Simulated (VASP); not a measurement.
A run of VASP 6.6.1 is set up as follows.

INCAR

```
  PREC = Accurate
  ENCUT = 520
  EDIFF = 1E-7
  ISMEAR = 0
  SIGMA = 0.01
  LREAL = False
  LASPH = True
  NELM = 100
  ALGO = Normal
  ISIF = 2
  LWAVE = False
  LCHARG = False
  GGA = PE
  NBANDS = 33
```

File KPOINTS:

```
Automatic mesh
0
Gamma
  4 4 6
```

Contents of POSCAR:

```
TiO2
1.0
    4.6226128068      0.0000000000      0.0000000000
    0.0000000000      4.6226128068      0.0000000000
    0.0000000000      0.0000000000      2.9769860013
Ti O
2 4
Direct
    0.0000000000      0.0000000000      0.0000000000
    0.5000000000      0.5000000000      0.5000000000
    0.3049600000      0.3049600000      0.0000000000
    0.1950400000      0.8049600000      0.5000000000
    0.6950400000      0.6950400000      0.0000000000
    0.8049600000      0.1950400000      0.5000000000
```

Potentials or basis: VASP PAW PBE potentials, release 64 (Ti_sv, O).

Run with:

```sh
$ cat potpaw_PBE.64/Ti_sv/POTCAR potpaw_PBE.64/O/POTCAR > POTCAR
$ mpirun -np 1 vasp_std > vasp.out
```

Task: Predict the pressure.

Result: 1.3 GPa.

Task: Estimate the band gap on the k mesh.

Result: 1.82 eV, direct.

Task: What does it give for the largest force?

Result: 0.028 eV/Å.

Stress tensor (GPa, compression positive):
```
1.83 0.00 0.00
0.00 1.83 0.00
0.00 0.00 0.16
```

**Experimental background.**

“Shallow Valence Band of Rutile GeO2 and P-type Doping”, 2020, arxiv:2011.08928 quotes, for a bulk crystal of TiO2 at 1.6 K: band gap 3.03 eV (direct).

A measured gap of TiO2 is 3.03 eV (direct; 1.6 K; quoted in “Shallow Valence Band of Rutile GeO2 and P-type Doping”, 2020, arxiv:2011.08928); the calculated 1.82 eV misses it by -1.21 eV. 2 values of this kind are on record in papers (3.03 to 3.05 eV); this one was drawn at random among those near their median. The value is that of PBE on a finite k mesh, which can miss the band edges, without temperature or zero-point motion. Semilocal functionals fall short of measured gaps as a rule.
